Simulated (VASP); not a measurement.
# HgTe (I-4m2) in VASP: notebook

The runs below take HgTe through single point, with PBE.

All numbers are computed with VASP 6.6.1; they aren't measurements. Logs are shortened: lines on timing, memory, paths and dates and some standing lists are left out, and cuts for length are marked.

### 1 The cell of the first run

The structure is tetragonal, space group I-4m2 (No. 119). The conventional cell has a = 4.308 Å, b = 4.308 Å, c = 7.921 Å, α = 90.00°, β = 90.00°, γ = 90.00°. Hg (site symmetry -4m2) has 4 Te at 2.93 Å within 3.9 Å. Within 3.9 Å of Te (site symmetry -4m2) lie 4 Hg at 2.93 Å.

### 2 Single point, PBE

Contents of INCAR:

```
ALGO = Normal ; EDIFF = 1E-6
ENCUT = 520 ; GGA = PE
ISIF = 2 ; ISMEAR = 0
LASPH = True ; LCHARG = False
LREAL = False ; LWAVE = False
NBANDS = 16 ; NELM = 80
PREC = Accurate ; SIGMA = 0.15
```

Contents of KPOINTS:

```
k-points
0
Gamma
  18 18 18
```

Contents of POSCAR:

```
HgTe
1.0
    0.0000000000      3.0463805830      3.9602947579
    3.0463805830      0.0000000000      3.9602947579
    3.0463805830      3.0463805830      0.0000000000
Hg Te
1 1
Direct
    0.0000000000      0.0000000000      0.0000000000
    0.7500000000      0.7500000000      0.7500000000
```

Potentials or basis: VASP PAW PBE potentials, release 64 (Hg, Te).

Run with:

```bash
cat potpaw_PBE.64/Hg/POTCAR potpaw_PBE.64/Te/POTCAR > POTCAR
mpirun -np 1 vasp_std > vasp.out
```

OUTCAR:

```text
EDIFF = 1E-6
   ENCUT = 520
   GGA = PE
   ISIF = 2
   ISMEAR = 0
   LASPH = True
   LREAL = False
   NELM = 80
   PREC = Accurate

 ion  position               nearest neighbor table
   1  0.000  0.000  0.000-   2 2.93   2 2.93   2 2.93   2 2.93
   2  0.750  0.750  0.750-   1 2.93   1 2.93   1 2.93   1 2.93

  LATTYP: Found a body centered tetragonal cell.
 ALAT       =     4.3082327366
 C/A-ratio  =     1.8384776311

  Lattice vectors:

 A1 = (  -3.0463805830,   0.0000000000,   3.9602947579)
 A2 = (   3.0463805830,   0.0000000000,   3.9602947579)
 A3 = (   0.0000000000,   3.0463805830,  -3.9602947579)

Analysis of symmetry for initial positions (statically):
=====================================================================
 Subroutine PRICEL returns:
 Original cell was already a primitive cell.

 Routine SETGRP: Setting up the symmetry group for a
 body centered tetragonal supercell.

 Subroutine GETGRP returns: Found  8 space group operations
 (whereof  8 operations were pure point group operations)
 out of a pool of 16 trial point group operations.

The static configuration has the point symmetry D_2d.

Analysis of symmetry for dynamics (positions and initial velocities):
=====================================================================
 Subroutine PRICEL returns:
 Original cell was already a primitive cell.

 Routine SETGRP: Setting up the symmetry group for a
 body centered tetragonal supercell.

 Subroutine GETGRP returns: Found  8 space group operations
 (whereof  8 operations were pure point group operations)
 out of a pool of 16 trial point group operations.

The dynamic configuration has the point symmetry D_2d.

 Subroutine INISYM returns: Found  8 space group operations
 (whereof  8 operations are pure point group operations),
 and found     1 'primitive' translations

----------------------------------------------------------------------------------------

                                     Primitive cell

  volume of cell :      73.5065

  direct lattice vectors                    reciprocal lattice vectors
     0.000000000  3.046380583  3.960294758    -0.164129197  0.164129197  0.126253229
     3.046380583  0.000000000  3.960294758     0.164129197 -0.164129197  0.126253229
     3.046380583  3.046380583  0.000000000     0.164129197  0.164129197 -0.126253229

  length of vectors
     4.996435652  4.996435652  4.308232737     0.264228433  0.264228433  0.264228433

  position of ions in fractional coordinates (direct lattice)
     0.000000000  0.000000000  0.000000000
     0.750000000  0.750000000  0.750000000

  ion indices of the primitive-cell ions
   primitive index   ion index
                 1           1
                 2           2

----------------------------------------------------------------------------------------

 KPOINTS: k-points

Automatic generation of k-mesh.
 Grid dimensions read from file:
 generate k-points for:   18   18   18

 Generating k-lattice:

  Cartesian coordinates                     Fractional coordinates (reciprocal lattice)
    -0.009118289  0.009118289  0.007014068     0.055555556  0.000000000  0.000000000
     0.009118289 -0.009118289  0.007014068     0.000000000  0.055555556  0.000000000
     0.009118289  0.009118289 -0.007014068     0.000000000  0.000000000  0.055555556

  Length of vectors
     0.014679357  0.014679357  0.014679357

  Shift w.r.t. Gamma in fractional coordinates (k-lattice)
     0.000000000  0.000000000  0.000000000

 Subroutine IBZKPT returns following result:
 ===========================================

 Found    480 irreducible k-points:

 Following reciprocal coordinates:
            Coordinates               Weight
  0.000000  0.000000  0.000000      1.000000
  0.055556  0.000000  0.000000      8.000000
  0.111111  0.000000  0.000000      8.000000
  0.166667  0.000000  0.000000      8.000000
  0.222222 -0.000000  0.000000      8.000000
  0.277778  0.000000  0.000000      8.000000
[... 16 lines left out ...]
 -0.277778  0.055556  0.000000      8.000000
 -0.222222  0.055556  0.000000      8.000000
 [... further k-points ...]
   k-points           NKPTS =    480   k-points in BZ     NKDIM =    480   number of bands    NBANDS=     16
   number of dos      NEDOS =    301   number of ions     NIONS =      2
   total plane-waves  NPLWV =  51200
   dimension x,y,z NGX =    40 NGY =   40 NGZ =   32
   dimension x,y,z NGXF=    80 NGYF=   80 NGZF=   64
   ions per type =               1   1
   NGX,Y,Z   is equivalent  to a cutoff of  13.31, 13.31, 12.35 a.u.
   NGXF,Y,Z  is equivalent  to a cutoff of  26.62, 26.62, 24.70 a.u.
 SYSTEM =  unknown system
   PREC   = accura    normal or accurate (medium, high low for compatibility)
   ISTART =      0    job   : 0-new  1-cont  2-samecut
   ICHARG =      2    charge: 1-file 2-atom 10-const
   ISPIN  =      1    spin polarized calculation?
   LNONCOLLINEAR =      F non collinear calculations
   LSORBIT =      F    spin-orbit coupling
   LASPH  =      T    aspherical Exc in radial PAW
   ENCUT  =  520.0 eV  38.22 Ry    6.18 a.u.   9.29  9.29  8.01*2*pi/ulx,y,z
   NELM   =     80;   NELMIN=  2; NELMDL= -5     # of ELM steps
   EDIFF  = 0.1E-05   stopping-criterion for ELM
   LREAL  =      F    real-space projection
   EDIFFG = 0.1E-04   stopping-criterion for IOM
   NSW    =      0    number of steps for IOM
   IBRION =     -1    ionic relax: 0-MD 1-quasi-New 2-CG
   NFREE  =      0    steps in history (QN), initial steepest desc. (CG)
   ISIF   =      2    stress and relaxation
   ISYM   =      2    0-nonsym 1-usesym 2-fastsym
   POTIM  = 0.5000    time-step for ionic-motion
   TEBEG  =    0.0;   TEEND  =   0.0 temperature during run
   PSTRESS=    0.0 pullay stress
   NELECT =      18.0000    total number of electrons
   NUPDOWN=      -1.0000    fix difference up-down
   EMIN   =  10.00;   EMAX   =-10.00  energy-range for DOS
   EFERMI =   0.00;   METHOD = LEGACY
   ISMEAR =     0;   SIGMA  =   0.15  broadening in eV -4-tet -1-fermi 0-gaus
   EFERMI_NEDOS =   21; number of points for ismear=-14 and -15
   IALGO  =     38    algorithm
   IMIX   =      4    mixing-type and parameters
     AMIX     =   0.40;   BMIX     =  1.00
     AMIX_MAG =   1.60;   BMIX_MAG =  1.00
  volume/ion in A,a.u.               =      36.75       248.02
  Fermi-wavevector in a.u.,A,eV,Ry     =   1.024213  1.935482 14.272685  1.049013
  Thomas-Fermi vector in A             =   2.157988
   LORBIT       =      0    0 simple, 1 ext, 2 COOP (PROOUT), +10 PAW based schemes
   GGA     = PE    functional components
   LHFCALC =     F    Hartree Fock is set to
   AEXX    =    0.0000 exact exchange contribution
   IVDW    =     0    specifies the selected vdW correction
   LEPSILON=     F    determine dielectric tensor
   LRPA    =     F    only Hartree local field effects (RPA)
 non-spin polarized calculation
 Gauss-broadening in eV      SIGMA  =   0.15
  energy-cutoff  :      520.00
  volume of cell :       73.51
 maximum number of plane-waves:      2004
 NGX is ok and might be reduce to    40
   NGX = 19   NGY = 19   NGZ = 17

 number of electron      17.9999999 magnetization

 Free energy of the ion-electron system (eV)
  ---------------------------------------------------
  ext. energy  EPLUGINS =         0.00000000
  ---------------------------------------------------
  free energy    TOTEN  =        -3.44914840 eV

  energy without entropy =       -3.44744594  energy(sigma->0) =       -3.44829717

 E-fermi :   2.5082     XC(G=0):  -8.4188

 val. band max:        2.4927568527   @ k =   0.0000   0.0000   0.0000
 cond. band min:       2.5145554529   @ k =   0.1111   0.1111   0.0000
 fundamental gap:      0.0217986002
 Fermi energy:         2.5082353641

 k-point     1 :       0.0000    0.0000    0.0000
  band No.  band energies     occupation
      1      -9.0825      2.00000
      2      -4.6161      2.00000
      3      -4.5272      2.00000
      4      -4.5272      2.00000
      5      -4.2607      2.00000
      6      -4.1352      2.00000
[... 8 lines left out ...]
     15      10.0651      0.00000
     16      10.6592      0.00000

 k-point     2 :       0.0556    0.0000    0.0000
  band No.  band energies     occupation
      1      -9.0685      2.00000
      2      -4.6133      2.00000
      3      -4.5245      2.00000
      4      -4.5239      2.00000
      5      -4.2582      2.00000
      6      -4.1369      2.00000
[... 8 lines left out ...]
     15      10.0938      0.00000
     16      10.8727      0.00000

 k-point     3 :       0.1111    0.0000    0.0000
  band No.  band energies     occupation
      1      -9.0275      2.00000
      2      -4.6060      2.00000
      3      -4.5152      2.00000
      4      -4.5145      2.00000
      5      -4.2500      2.00000
      6      -4.1418      2.00000
[... 8 lines left out ...]
     15      10.2741      0.00000
     16      11.4240      0.00000

 k-point     4 :       0.1667    0.0000    0.0000
  band No.  band energies     occupation
      1      -8.9635      2.00000
      2      -4.5958      2.00000
      3      -4.5001      2.00000
      4      -4.4964      2.00000
      5      -4.2348      2.00000
      6      -4.1492      2.00000
[... 8 lines left out ...]
     15      10.6159      0.00000
     16      11.9002      0.00000

 k-point     5 :       0.2222   -0.0000    0.0000
  band No.  band energies     occupation
      1      -8.8827      2.00000
      2      -4.5836      2.00000
      3      -4.4826      2.00000
      4      -4.4658      2.00000
      5      -4.2106      2.00000
      6      -4.1579      2.00000
[... 8 lines left out ...]
     15      11.0012      0.00000
     16      11.5646      0.00000

 k-point     6 :       0.2778    0.0000    0.0000
  band No.  band energies     occupation
      1      -8.7940      2.00000
      2      -4.5702      2.00000
      3      -4.4644      2.00000
      4      -4.4222      2.00000
      5      -4.1750      2.00000
      6      -4.1667      2.00000
[... 8 lines left out ...]
     15      11.3389      0.00000
     16      11.3768      0.00000

 k-point     7 :       0.3333    0.0000    0.0000
  band No.  band energies     occupation
      1      -8.7078      2.00000
      2      -4.5575      2.00000
      3      -4.4477      2.00000
      4      -4.3674      2.00000
      5      -4.1743      2.00000
      6      -4.1253      2.00000
[... 8 lines left out ...]
     15      11.3579      0.00000
     16      11.7204      0.00000

 k-point     8 :       0.3889    0.0000    0.0000
  band No.  band energies     occupation
      1      -8.6354      2.00000
      2      -4.5479      2.00000
      3      -4.4346      2.00000
      4      -4.3116      2.00000
      5      -4.1799      2.00000
      6      -4.0590      2.00000
[... 8 lines left out ...]
     15      11.5003      0.00000
     16      12.0106      0.00000

 k-point     9 :       0.4444   -0.0000    0.0000
  band No.  band energies     occupation
      1      -8.5872      2.00000
      2      -4.5421      2.00000
      3      -4.4263      2.00000
      4      -4.2717      2.00000
      5      -4.1832      2.00000
      6      -3.9872      2.00000
[... 8 lines left out ...]
     15      11.7312      0.00000
     16      11.8110      0.00000
[... 172 lines left out ...]
 k-point    19 :       0.5000    0.0556    0.0000
  band No.  band energies     occupation
      1      -8.5704      2.00000
      2      -4.5372      2.00000
      3      -4.4204      2.00000
      4      -4.2568      2.00000
      5      -4.1829      2.00000
      6      -3.9639      2.00000
[... 8 lines left out ...]
     15      11.6776      0.00000
     16      11.9039      0.00000

 k-point    20 :      -0.4444    0.0556    0.0000
  band No.  band energies     occupation
      1      -8.5702      2.00000
      2      -4.5390      2.00000
      3      -4.4226      2.00000
      4      -4.2714      2.00000
      5      -4.1853      2.00000
      6      -3.9531      2.00000
[... 8 lines left out ...]
     15      11.7235      0.00000
     16      11.8124      0.00000

 k-point    21 :      -0.3889    0.0556    0.0000
  band No.  band energies     occupation
      1      -8.6028      2.00000
      2      -4.5452      2.00000
      3      -4.4303      2.00000
      4      -4.3099      2.00000
      5      -4.1853      2.00000
      6      -4.0011      2.00000
[... 8 lines left out ...]
     15      11.4251      0.00000
     16      12.1246      0.00000

 k-point    22 :      -0.3333    0.0556    0.0000
  band No.  band energies     occupation
      1      -8.6632      2.00000
      2      -4.5563      2.00000
      3      -4.4428      2.00000
      4      -4.3618      2.00000
      5      -4.1825      2.00000
      6      -4.0656      2.00000
[... 8 lines left out ...]
     15      11.1958      0.00000
     16      12.1035      0.00000

 k-point    23 :      -0.2778    0.0556    0.0000
  band No.  band energies     occupation
      1      -8.7426      2.00000
      2      -4.5716      2.00000
      3      -4.4590      2.00000
      4      -4.4120      2.00000
      5      -4.1767      2.00000
      6      -4.1235      2.00000
[... 8 lines left out ...]
     15      11.1169      0.00000
     16      11.6886      0.00000

 k-point    24 :      -0.2222    0.0556    0.0000
  band No.  band energies     occupation
      1      -8.8304      2.00000
      2      -4.5871      2.00000
      3      -4.4771      2.00000
      4      -4.4527      2.00000
      5      -4.1704      2.00000
      6      -4.1687      2.00000
[... 8 lines left out ...]
     15      11.2088      0.00000
     16      11.2338      0.00000

 [... further k-points ...]

------------------------ aborting loop because EDIFF is reached ----------------------------------------

  FORCE on cell =-STRESS in cart. coord.  units (eV):
  Direction    XX          YY          ZZ          XY          YZ          ZX
  --------------------------------------------------------------------------------------
  -------------------------------------------------------------------------------------
  Total        0.5990403      0.5990403     -1.9513745      0.0000000      0.0000000      0.0000000
  in kB       13.0569222     13.0569222    -42.5329379      0.0000000      0.0000000      0.0000000
  external PRESSURE =      -5.4730312 kB  Pullay stress =       0.0000000 kB

 VOLUME and BASIS-vectors are now :
 -----------------------------------------------------------------------------
  energy-cutoff  :      520.00
  volume of cell :       73.51
      direct lattice vectors                 reciprocal lattice vectors
     0.000000000  3.046380583  3.960294758    -0.164129197  0.164129197  0.126253229
     3.046380583  0.000000000  3.960294758     0.164129197 -0.164129197  0.126253229
     3.046380583  3.046380583  0.000000000     0.164129197  0.164129197 -0.126253229

 POSITION                                       TOTAL-FORCE (eV/Angst)
 -----------------------------------------------------------------------------------
      0.00000      0.00000      0.00000        -0.000000      0.000000     -0.000000
      4.56957      4.56957      5.94044         0.000000     -0.000000      0.000000
 -----------------------------------------------------------------------------------
    total drift:                               -0.000000     -0.000000      0.000000

  FREE ENERGIE OF THE ION-ELECTRON SYSTEM (eV)
  ---------------------------------------------------
  free  energy   TOTEN  =        -3.4491483994 eV

  energy  without entropy=       -3.4474459424  energy(sigma->0) =       -3.44829717
```

It took 2.9 min on 1 thread of Intel Xeon 6975P-C (Granite Rapids), shared host; peak memory 0.68 GiB.

Results:

```
Free energy            : -3.4491 eV
Pressure               : -0.5 GPa
Band gap on the k mesh : zero (band 9 reaches 2.49 eV, above the bottom of band 10 at 2.43 eV)
```

Levels at points of the mesh, in eV from the Fermi level:
| k point | band 7 | band 8 | band 9 | band 10 | band 11 | band 12 |
| --- | --- | --- | --- | --- | --- | --- |
| (0.00, 0.00, 0.00) | -1.56 | -1.21 | -0.02 | -0.02 | 4.42 | 4.42 |
| (0.50, 0.00, 0.00) | -5.05 | -1.68 | -0.46 | 0.04 | 4.68 | 5.63 |
| (0.50, 0.50, 0.00) | -5.88 | -1.42 | -1.42 | 2.65 | 3.22 | 6.54 |
| (0.50, 0.00, 0.50) | -4.67 | -2.59 | -2.08 | 1.00 | 2.12 | 6.74 |

Caveat: spin-orbit coupling is left out, which moves the levels of the heavy elements.

(Continued in part 2 of 2.)
